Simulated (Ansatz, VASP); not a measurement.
## Two plane-wave programs on Zn

```
Zn
1.0
     2.67000    0.00000    0.00000
    -1.33500    2.31229    0.00000
     0.00000    0.00000    4.96600
Zn
2
Direct
  0.66667 0.33333 0.75000
  0.33333 0.66667 0.25000
```

Alike in both runs: functional revPBE; k mesh 7 × 7 × 3; occupations fermi-dirac, width 0.05 eV; no spin polarisation.

|  | VASP | Ansatz |
| --- | --- | --- |
| version | VASP 6.6.1 | Ansatz 0.2.0 |
| potentials or method | VASP PAW PBE potentials, release 64 (Zn) | Ansatz PAW |
| plane-wave cutoff (eV) | 520 | 420 |
| valence electrons in the cell | 24 | 24 |
| task | single point | band structure |

Ansatz gave:

* gap on the k mesh at the Fermi level (eV): none
* pressure (GPa): 1.3
* traceless stress, the component that is largest in VASP (GPa): 0.66

Q: What did VASP give for the same quantities?

A: gap on the k mesh at the Fermi level (eV): none; pressure (GPa): 1.6; traceless stress, the component that is largest in VASP (GPa): 0.40.

VASP's potentials were made for PBE, not for revPBE. A gap of «none» marks a metal or a gap that the smearing closes.

The k mesh is coarse, so the values compare programs but aren't converged.
